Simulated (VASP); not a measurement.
A run of VASP 6.6.1 is set up as follows.

INCAR

```
SYSTEM = ZnS
PREC = Accurate ; ENCUT = 520
EDIFF = 1E-6 ; ISMEAR = 0
SIGMA = 0.05 ; LREAL = .FALSE.
LASPH = .TRUE. ; NELM = 80
ALGO = Normal ; ISIF = 2
LWAVE = .FALSE. ; LCHARG = .TRUE.
GGA = PE ; LELF = .TRUE.
LVHAR = .TRUE. ; NBANDS = 46
```

The input KPOINTS:

```
regular mesh
0
G
  8 8 2
  0 0 0
```

File POSCAR:

```
ZnS
1.0
   -3.8467234434      0.0000000000      0.0000000000
   -1.9233617217     -3.3313602233      0.0000000000
    0.0000000000      0.0000000000     14.5902250239
Zn S
4 4
Direct
    0.0000000000      0.0000000000      0.5662928108
    0.0000000000      0.0000000000      0.1348318497
    0.3333333333      0.3333333333      0.7820009994
    0.6666666667      0.6666666667      0.3505400382
    0.0000000000      0.0000000000      0.7278657514
    0.0000000000      1.0000000000      0.2964047903
    0.3333333333      0.3333333333      0.0809726596
    0.6666666667      0.6666666667      0.5124336207
```

Potentials or basis: VASP PAW PBE potentials, release 64 (Zn, S).

The run is started by

```bash
$ cat potpaw_PBE.64/Zn/POTCAR potpaw_PBE.64/S/POTCAR > POTCAR
$ mpirun -np 1 vasp_std > vasp.out
```

Task: Estimate the band gap on the k mesh.

Result: Zero (bands 36 and 37 overlap by 0.14 eV).

Task: Predict the pressure.

Result: -0.6 GPa.

Task: Predict the largest force.

Result: 1.120 eV/Å.

Stress tensor (GPa, compression positive):
```
-0.90  0.00  0.00
 0.00 -0.90  0.00
 0.00  0.00 -0.15
```

Caveat: the cell differs from its parent crystal (the distance across one plane changed); semilocal functionals underestimate gaps, so a narrow gap can read as zero; forces of over 1 eV/Å act on the atoms, so gaps and moduli don't describe the material at rest.
